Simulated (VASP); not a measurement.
Here is a VASP 6.6.1 calculation.

The input INCAR:

```
SYSTEM = Ge
PREC     = Accurate       ! precision mode
ENCUT    = 500            ! plane-wave cutoff, eV
EDIFF    = 1E-6           ! SCF threshold, eV
ISMEAR   = 0              ! smearing method
SIGMA    = 0.1            ! smearing width, eV
LREAL    = .FALSE.        ! projectors in reciprocal space
LASPH    = .TRUE.         ! aspherical terms in the spheres
NELM     = 120            ! most SCF steps
ALGO     = Normal         ! electronic algorithm
ISIF     = 2              ! what is computed and relaxed
LWAVE    = .FALSE.        ! write WAVECAR
LCHARG   = .FALSE.        ! write CHGCAR
GGA      = RP             ! functional
NBANDS   = 21             ! bands
GGA_COMPAT= .FALSE.
```

Contents of KPOINTS:

```
regular mesh
0
G
  14 14 14
  0 0 0
```

The input POSCAR:

```
Ge
1.0
    0.0000000000      2.9735205021      2.9735205021
    2.9735205021      0.0000000000      2.9735205021
    2.9735205021      2.9735205021      0.0000000000
Ge
2
Direct
    0.0000000000      0.0000000000      0.0000000000
    0.2500000000      0.2500000000      0.2500000000
```

Potentials or basis: VASP PAW PBE potentials, release 64 (Ge_d).

Command:

```sh
$ cat potpaw_PBE.64/Ge_d/POTCAR > POTCAR
$ mpirun -np 1 vasp_std > vasp.out
```

Question: What does it give for the band gap on the k mesh?

Answer: Zero (bands 14 and 15 overlap by 0.14 eV).

Question: Predict the pressure.

Answer: -3.2 GPa.

Caveat: the cell stands under tension; semilocal functionals underestimate gaps, so a narrow gap can read as zero; the PAW data sets were made with another functional, which shifts forces and pressure a little.
